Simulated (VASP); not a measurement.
# NiO (Fm-3m) in VASP: a series of runs

NiO is run at these levels: PBEsol; tasks: single point.

All numbers are computed with VASP 6.6.1; they aren't measurements. Logs are shortened: lines on timing, memory, paths and dates and some standing lists are left out, and cuts for length are marked.

**Experimental background.**

“Local correlations, non-local screening, multiplets, and band formation in NiO”, 2012, arxiv:1210.6675 quotes, for a bulk crystal of NiO: band gap 4.3 eV.

How close the calculation comes is told below.

### 1 The cell of the first run

The structure is cubic, space group Fm-3m (No. 225). Conventional cell: a = 4.032 Å, b = 4.032 Å, c = 4.032 Å, α = 90.00°, β = 90.00°, γ = 90.00°. Within 2.7 Å of Ni (site symmetry m-3m) lie 6 O at 2.02 Å. Within 2.7 Å of O (site symmetry m-3m) lie 6 Ni at 2.02 Å.

### 2 Single point, PBEsol, collinear spin, ferromagnetic start (8.19 Å³/atom)

Contents of INCAR:

```
PREC     = Accurate       # precision mode
ENCUT    = 520            # plane-wave cutoff, eV
EDIFF    = 1E-6           # SCF threshold, eV
ISMEAR   = 0              # smearing method
SIGMA    = 0.1            # smearing width, eV
LREAL    = F              # projectors in reciprocal space
LASPH    = T              # aspherical terms in the spheres
NELM     = 150            # most SCF steps
ALGO     = Normal         # electronic algorithm
ISIF     = 2              # what is computed and relaxed
LWAVE    = F              # write WAVECAR
LCHARG   = F              # write CHGCAR
ISPIN    = 2              # spin polarisation
MAGMOM   = 1.14 0.2       # initial moments
LORBIT   = 11             # projections on sites
LMAXMIX  = 4              # l up to which the mixer works
GGA      = PS             # functional
NBANDS   = 19             # bands
```

Contents of KPOINTS:

```
Automatic mesh
0
Gamma
  18 18 18
```

Contents of POSCAR:

```
NiO
1.0
    0.0000000000      2.0160427963      2.0160427963
    2.0160427963      0.0000000000      2.0160427963
    2.0160427963      2.0160427963      0.0000000000
Ni O
1 1
Direct
    0.0000000000      0.0000000000      0.0000000000
    0.5000000000      0.5000000000      0.5000000000
```

Potentials or basis: VASP PAW PBE potentials, release 64 (Ni, O).

On the command line:

```
$ cat potpaw_PBE.64/Ni/POTCAR potpaw_PBE.64/O/POTCAR > POTCAR
$ mpirun -np 1 vasp_std > vasp.out
```

OUTCAR:

```text
PREC = Accurate
   ENCUT = 520
   EDIFF = 1E-6
   ISMEAR = 0
   LREAL = F
   LASPH = T
   NELM = 150
   ISIF = 2
   ISPIN = 2
   LORBIT = 11
   GGA = PS

 ion  position               nearest neighbor table
   1  0.000  0.000  0.000-   2 2.02   2 2.02   2 2.02   2 2.02   2 2.02   2 2.02
   2  0.500  0.500  0.500-   1 2.02   1 2.02   1 2.02   1 2.02   1 2.02   1 2.02

  LATTYP: Found a face centered cubic cell.
 ALAT       =     4.0320855926

  Lattice vectors:

 A1 = (   0.0000000000,   2.0160427963,   2.0160427963)
 A2 = (   2.0160427963,   0.0000000000,   2.0160427963)
 A3 = (   2.0160427963,   2.0160427963,   0.0000000000)

Analysis of symmetry for initial positions (statically):
=====================================================================
 Subroutine PRICEL returns:
 Original cell was already a primitive cell.

 Routine SETGRP: Setting up the symmetry group for a
 face centered cubic supercell.

 Subroutine GETGRP returns: Found 48 space group operations
 (whereof 48 operations were pure point group operations)
 out of a pool of 48 trial point group operations.

The static configuration has the point symmetry O_h .

Analysis of symmetry for dynamics (positions and initial velocities):
=====================================================================
 Subroutine PRICEL returns:
 Original cell was already a primitive cell.

 Routine SETGRP: Setting up the symmetry group for a
 face centered cubic supercell.

 Subroutine GETGRP returns: Found 48 space group operations
 (whereof 48 operations were pure point group operations)
 out of a pool of 48 trial point group operations.

The dynamic configuration has the point symmetry O_h .

Analysis of structural, dynamic, and magnetic symmetry:
=====================================================================
 Subroutine PRICEL returns:
 Original cell was already a primitive cell.

 Routine SETGRP: Setting up the symmetry group for a
 face centered cubic supercell.

 Subroutine GETGRP returns: Found 48 space group operations
 (whereof 48 operations were pure point group operations)
 out of a pool of 48 trial point group operations.

The overall configuration has the point symmetry O_h .

 Subroutine INISYM returns: Found 48 space group operations
 (whereof 48 operations are pure point group operations),
 and found     1 'primitive' translations

----------------------------------------------------------------------------------------

                                     Primitive cell

  volume of cell :      16.3881

  direct lattice vectors                    reciprocal lattice vectors
     0.000000000  2.016042796  2.016042796    -0.248010608  0.248010608  0.248010608
     2.016042796  0.000000000  2.016042796     0.248010608 -0.248010608  0.248010608
     2.016042796  2.016042796  0.000000000     0.248010608  0.248010608 -0.248010608

  length of vectors
     2.851115065  2.851115065  2.851115065     0.429566974  0.429566974  0.429566974

  position of ions in fractional coordinates (direct lattice)
     0.000000000  0.000000000  0.000000000
     0.500000000  0.500000000  0.500000000

  ion indices of the primitive-cell ions
   primitive index   ion index
                 1           1
                 2           2

----------------------------------------------------------------------------------------

 KPOINTS: Automatic mesh

Automatic generation of k-mesh.
 Grid dimensions read from file:
 generate k-points for:   18   18   18

 Generating k-lattice:

  Cartesian coordinates                     Fractional coordinates (reciprocal lattice)
    -0.013778367  0.013778367  0.013778367     0.055555556  0.000000000  0.000000000
     0.013778367 -0.013778367  0.013778367     0.000000000  0.055555556  0.000000000
     0.013778367  0.013778367 -0.013778367     0.000000000  0.000000000  0.055555556

  Length of vectors
     0.023864832  0.023864832  0.023864832

  Shift w.r.t. Gamma in fractional coordinates (k-lattice)
     0.000000000  0.000000000  0.000000000

 Subroutine IBZKPT returns following result:
 ===========================================

 Found    195 irreducible k-points:

 Following reciprocal coordinates:
            Coordinates               Weight
  0.000000  0.000000  0.000000      1.000000
  0.055556  0.000000  0.000000      8.000000
  0.111111  0.000000  0.000000      8.000000
  0.166667  0.000000  0.000000      8.000000
  0.222222  0.000000  0.000000      8.000000
  0.277778  0.000000  0.000000      8.000000
[... 16 lines left out ...]
 -0.277778  0.055556  0.000000     24.000000
 -0.222222  0.055556  0.000000     24.000000
 [... further k-points ...]
   k-points           NKPTS =    195   k-points in BZ     NKDIM =    195   number of bands    NBANDS=     19
   number of dos      NEDOS =    301   number of ions     NIONS =      2
   total plane-waves  NPLWV =  13824
   dimension x,y,z NGX =    24 NGY =   24 NGZ =   24
   dimension x,y,z NGXF=    48 NGYF=   48 NGZF=   48
   ions per type =               1   1
   NGX,Y,Z   is equivalent  to a cutoff of  13.99, 13.99, 13.99 a.u.
   NGXF,Y,Z  is equivalent  to a cutoff of  27.99, 27.99, 27.99 a.u.
 SYSTEM =  unknown system
   PREC   = accura    normal or accurate (medium, high low for compatibility)
   ISTART =      0    job   : 0-new  1-cont  2-samecut
   ICHARG =      2    charge: 1-file 2-atom 10-const
   ISPIN  =      2    spin polarized calculation?
   LNONCOLLINEAR =      F non collinear calculations
   LSORBIT =      F    spin-orbit coupling
   LASPH  =      T    aspherical Exc in radial PAW
   ENCUT  =  520.0 eV  38.22 Ry    6.18 a.u.   5.30  5.30  5.30*2*pi/ulx,y,z
   NELM   =    150;   NELMIN=  2; NELMDL= -5     # of ELM steps
   EDIFF  = 0.1E-05   stopping-criterion for ELM
   LREAL  =      F    real-space projection
   EDIFFG = 0.1E-04   stopping-criterion for IOM
   NSW    =      0    number of steps for IOM
   IBRION =     -1    ionic relax: 0-MD 1-quasi-New 2-CG
   NFREE  =      0    steps in history (QN), initial steepest desc. (CG)
   ISIF   =      2    stress and relaxation
   ISYM   =      2    0-nonsym 1-usesym 2-fastsym
   POTIM  = 0.5000    time-step for ionic-motion
   TEBEG  =    0.0;   TEEND  =   0.0 temperature during run
   PSTRESS=    0.0 pullay stress
   NELECT =      16.0000    total number of electrons
   NUPDOWN=      -1.0000    fix difference up-down
   EMIN   =  10.00;   EMAX   =-10.00  energy-range for DOS
   EFERMI =   0.00;   METHOD = LEGACY
   ISMEAR =     0;   SIGMA  =   0.10  broadening in eV -4-tet -1-fermi 0-gaus
   EFERMI_NEDOS =   21; number of points for ismear=-14 and -15
   IALGO  =     38    algorithm
   IMIX   =      4    mixing-type and parameters
     AMIX     =   0.40;   BMIX     =  1.00
     AMIX_MAG =   1.60;   BMIX_MAG =  1.00
  volume/ion in A,a.u.               =       8.19        55.30
  Fermi-wavevector in a.u.,A,eV,Ry     =   1.624071  3.069050 35.886828  2.637607
  Thomas-Fermi vector in A             =   2.717418
   LORBIT       =     11    0 simple, 1 ext, 2 COOP (PROOUT), +10 PAW based schemes
   GGA     = PS    functional components
   LHFCALC =     F    Hartree Fock is set to
   AEXX    =    0.0000 exact exchange contribution
   IVDW    =     0    specifies the selected vdW correction
   LEPSILON=     F    determine dielectric tensor
   LRPA    =     F    only Hartree local field effects (RPA)
 spin polarized calculation
 Gauss-broadening in eV      SIGMA  =   0.10
  energy-cutoff  :      520.00
  volume of cell :       16.39
 maximum number of plane-waves:       459
 NGX is ok and might be reduce to    24
   NGX = 11   NGY = 11   NGZ = 11

 number of electron      16.0000007 magnetization       0.6904917

 Free energy of the ion-electron system (eV)
  ---------------------------------------------------
  ext. energy  EPLUGINS =         0.00000000
  ---------------------------------------------------
  free energy    TOTEN  =       -12.36282034 eV

  energy without entropy =      -12.35476875  energy(sigma->0) =      -12.35879455

 E-fermi :   9.3848     XC(G=0): -13.5762

 val. band max:        9.3832000765   @ k =   0.2222   0.2222   0.0000
 cond. band min:       9.3927675766   @ k =   0.4444   0.1667   0.0000
 fundamental gap:      0.0095675001
 Fermi energy:         9.3847737706

 spin component 1

 k-point     1 :       0.0000    0.0000    0.0000
  band No.  band energies     occupation
      1     -12.1307      1.00000
      2       5.7608      1.00000
      3       5.7608      1.00000
      4       5.7608      1.00000
      5       6.9321      1.00000
      6       6.9321      1.00000
[... 11 lines left out ...]
     18      36.7033      0.00000
     19      36.7033      0.00000

 k-point     2 :       0.0556    0.0000    0.0000
  band No.  band energies     occupation
      1     -12.0875      1.00000
      2       5.4213      1.00000
      3       5.5024      1.00000
      4       5.5024      1.00000
      5       6.9651      1.00000
      6       6.9651      1.00000
[... 476 lines left out ...]
 k-point    24 :      -0.2222    0.0556    0.0000
  band No.  band energies     occupation
      1     -11.3832      1.00000
      2       2.4671      1.00000
      3       3.7985      1.00000
      4       4.0436      1.00000
      5       7.3212      1.00000
      6       7.3977      1.00000
[... 11 lines left out ...]
     18      41.7093      0.00000
     19      43.0206      0.00000

 [... further k-points ...]

 spin component 2

 k-point     1 :       0.0000    0.0000    0.0000
  band No.  band energies     occupation
      1     -11.9782      1.00000
      2       5.9417      1.00000
      3       5.9417      1.00000
      4       5.9417      1.00000
      5       7.2936      1.00000
      6       7.2936      1.00000
[... 11 lines left out ...]
     18      36.9506      0.00000
     19      36.9506      0.00000

 k-point     2 :       0.0556    0.0000    0.0000
  band No.  band energies     occupation
      1     -11.9348      1.00000
      2       5.6087      1.00000
      3       5.7497      1.00000
      4       5.7497      1.00000
      5       7.3441      1.00000
      6       7.3441      1.00000
[... 476 lines left out ...]
 k-point    24 :      -0.2222    0.0556    0.0000
  band No.  band energies     occupation
      1     -11.2245      1.00000
      2       2.6450      1.00000
      3       4.1832      1.00000
      4       4.3587      1.00000
      5       7.7161      1.00000
      6       7.8642      1.00000
[... 11 lines left out ...]
     18      41.9229      0.00000
     19      43.2581      0.00000

 [... further k-points ...]
[... 5 lines left out ...]
  --------------------------------------------------------------------------------------
  -------------------------------------------------------------------------------------
  Total        1.3691860      1.3691860      1.3691860      0.0000000      0.0000000      0.0000000
  in kB      133.8578390    133.8578390    133.8578390      0.0000000      0.0000000      0.0000000
  external PRESSURE =     133.8578390 kB  Pullay stress =       0.0000000 kB

 VOLUME and BASIS-vectors are now :
 -----------------------------------------------------------------------------
  energy-cutoff  :      520.00
  volume of cell :       16.39
      direct lattice vectors                 reciprocal lattice vectors
     0.000000000  2.016042796  2.016042796    -0.248010608  0.248010608  0.248010608
     2.016042796  0.000000000  2.016042796     0.248010608 -0.248010608  0.248010608
     2.016042796  2.016042796  0.000000000     0.248010608  0.248010608 -0.248010608

 POSITION                                       TOTAL-FORCE (eV/Angst)
 -----------------------------------------------------------------------------------
      0.00000      0.00000      0.00000         0.000000     -0.000000      0.000000
      2.01604      2.01604      2.01604        -0.000000      0.000000     -0.000000
 -----------------------------------------------------------------------------------
    total drift:                                0.000000     -0.000000     -0.000000

  FREE ENERGIE OF THE ION-ELECTRON SYSTEM (eV)
  ---------------------------------------------------
  free  energy   TOTEN  =       -12.3628203446 eV

  energy  without entropy=      -12.3547687460  energy(sigma->0) =      -12.35879455

 total charge

# of ion       s       p       d       tot
------------------------------------------
    1        0.371   0.489   8.412   9.272
    2        1.565   3.409   0.000   4.974
--------------------------------------------------
tot          1.936   3.898   8.412  14.246

 magnetization (x)

# of ion       s       p       d       tot
------------------------------------------
    1        0.007   0.009   0.567   0.584
    2        0.015   0.074   0.000   0.089
--------------------------------------------------
tot          0.023   0.083   0.567   0.673
```

Run time: 48 s. Hardware: 1 thread of Intel Xeon 6975P-C (Granite Rapids), shared host; peak memory 0.22 GiB.

What came out:

- Free energy: -12.3628 eV
- Pressure: 13.4 GPa
- Net moment: 0.69 μB per cell
- Site moments: Ni +0.58; O +0.09 μB
- Valence electrons inside the program's atomic spheres: Ni 9.27; O 4.97

Caveat: the cell stands under pressure; the PAW data sets were made with another functional, which shifts forces and pressure a little; a cell with one magnetic atom can't hold antiferromagnetic order, which such compounds often take; semilocal functionals often make such compounds metallic where correlation or magnetic order opens a gap, which also shifts bond lengths.

### 3 Single point, PBEsol, collinear spin, ferromagnetic start (8.46 Å³/atom)

This run uses another cell than the first one, of 8.46 Å³/atom.

Contents of INCAR:

```
SYSTEM = NiO
  ALGO = Normal
  EDIFF = 1E-7
  ENCUT = 520
  GGA = PS
  ISIF = 2
  ISMEAR = 0
  ISPIN = 2
  LASPH = .True.
  LCHARG = .True.
  LELF = .True.
  LMAXMIX = 4
  LORBIT = 11
  LREAL = .False.
  LVHAR = .True.
  LWAVE = .False.
  MAGMOM = 1.14 0.2
  NBANDS = 19
  NELM = 150
  PREC = Accurate
  SIGMA = 0.1
```

Contents of KPOINTS:

```
k-points
0
Gamma
  18 18 18
  0 0 0
```

Contents of POSCAR:

```
NiO
1.0
    0.0000000000      2.0372658590      2.0372658590
    2.0372658590      0.0000000000      2.0372658590
    2.0372658590      2.0372658590      0.0000000000
Ni O
1 1
Direct
    0.0000000000      0.0000000000      0.0000000000
    0.5000000000      0.5000000000      0.5000000000
```

Potentials or basis: VASP PAW PBE potentials, release 64 (Ni, O).

On the command line:

```
$ cat potpaw_PBE.64/Ni/POTCAR potpaw_PBE.64/O/POTCAR > POTCAR
$ mpirun -np 1 vasp_std > vasp.out
```

It took 55 s on 1 thread of Intel Xeon 6975P-C (Granite Rapids), shared host; peak memory 0.22 GiB.

Results (log left out):

| Item | Value |
| --- | --- |
| Free energy | -12.3928 eV |
| Pressure | 4.9 GPa |
| Net moment | 0.78 μB per cell |
| Site moments | Ni +0.66; O +0.10 μB |
| Valence electrons inside the program's atomic spheres | Ni 9.20; O 4.96 |

Levels at points of the mesh, in eV from the Fermi level:
Spin up:
```tsv
k point	band 5	band 6	band 7	band 8	band 9	band 10	band 11	band 12	band 13	band 14
(0.00, 0.00, 0.00)	-2.37	-2.37	-2.37	-2.37	-2.37	1.90	17.82	19.43	19.43	19.43
(0.50, 0.00, 0.00)	-1.45	-1.45	-0.98	0.98	0.98	5.60	10.61	14.42	14.42	22.25
(0.50, 0.50, 0.00)	-3.48	-1.94	-1.24	-1.13	-1.13	6.64	10.87	12.53	17.37	17.37
```
Spin down:
```tsv
k point	band 6	band 7	band 8	band 9	band 10	band 11
(0.00, 0.00, 0.00)	-1.96	-1.96	-1.33	-1.33	2.06	17.82
(0.50, 0.00, 0.00)	-0.96	-0.56	1.81	1.81	5.68	10.84
(0.50, 0.50, 0.00)	-0.85	-0.67	-0.67	-0.16	6.85	11.02
```

Caveat: the cell stands under pressure; the PAW data sets were made with another functional, which shifts forces and pressure a little; a cell with one magnetic atom can't hold antiferromagnetic order, which such compounds often take; semilocal functionals often make such compounds metallic where correlation or magnetic order opens a gap, which also shifts bond lengths.

### 4 Single point, PBEsol, collinear spin, ferromagnetic start

This run uses another cell than the first one, of 8.72 Å³/atom.

Contents of INCAR:

```
SYSTEM = NiO
ALGO     = Normal         ! electronic algorithm
EDIFF    = 1E-7           ! SCF threshold, eV
ENCUT    = 520            ! plane-wave cutoff, eV
GGA      = PS             ! functional
ISIF     = 2              ! what is computed and relaxed
ISMEAR   = 0              ! smearing method
ISPIN    = 2              ! spin polarisation
LASPH    = .TRUE.         ! aspherical terms in the spheres
LCHARG   = .TRUE.         ! write CHGCAR
LELF     = .TRUE.         ! ELF
LMAXMIX  = 4              ! l up to which the mixer works
LORBIT   = 11             ! projections on sites
LREAL    = .FALSE.        ! projectors in reciprocal space
LVHAR    = .TRUE.       
LWAVE    = .FALSE.        ! write WAVECAR
MAGMOM   = 0.89 0.15      ! initial moments
NBANDS   = 19             ! bands
NELM     = 150            ! most SCF steps
PREC     = Accurate       ! precision mode
SIGMA    = 0.1            ! smearing width, eV
```

Contents of KPOINTS:

```
k-points
0
G
  18 18 18
  0 0 0
```

Contents of POSCAR:

```
NiO
1.0
    0.0000000000      2.0580557221      2.0580557221
    2.0580557221      0.0000000000      2.0580557221
    2.0580557221      2.0580557221      0.0000000000
Ni O
1 1
Direct
    0.0000000000      0.0000000000      0.0000000000
    0.5000000000      0.5000000000      0.5000000000
```

On the command line:

```
$ cat potpaw_PBE.64/Ni/POTCAR potpaw_PBE.64/O/POTCAR > POTCAR
$ mpirun -np 1 vasp_std > vasp.out
```

It took 6.8 min on 1 thread of Intel Xeon 6975P-C (Granite Rapids), shared host; peak memory 0.25 GiB.

The run converged. Its results:

```
Free energy                                           : -12.3982 eV
Pressure                                              : -1.3 GPa
Net moment                                            : 0.94 μB per cell
Site moments                                          : Ni +0.80; O +0.12 μB
Valence electrons inside the program's atomic spheres : Ni 9.13; O 4.94
```

Levels at points of the mesh, in eV from the Fermi level:
Spin up:
```tsv
k point	band 6	band 7	band 8	band 9	band 10	band 11	band 12	band 13
(0.00, 0.00, 0.00)	-2.43	-2.34	-2.34	-2.34	1.72	17.74	19.19	19.19
(0.50, 0.00, 0.00)	-1.49	-1.02	0.83	0.83	5.54	10.31	14.22	14.22
(0.50, 0.50, 0.00)	-2.03	-1.39	-1.18	-1.18	6.43	10.68	12.38	17.01
```
Spin down:
```tsv
k point	band 6	band 7	band 8	band 9	band 10	band 11
(0.00, 0.00, 0.00)	-1.85	-1.85	-1.17	-1.17	1.91	17.73
(0.50, 0.00, 0.00)	-0.90	-0.51	1.83	1.83	5.64	10.58
(0.50, 0.50, 0.00)	-0.72	-0.63	-0.63	-0.09	6.68	10.86
```

Caveat: the PAW data sets were made with another functional, which shifts forces and pressure a little; a cell with one magnetic atom can't hold antiferromagnetic order, which such compounds often take; semilocal functionals often make such compounds metallic where correlation or magnetic order opens a gap, which also shifts bond lengths.

(Part 1 of 2 ends here.)
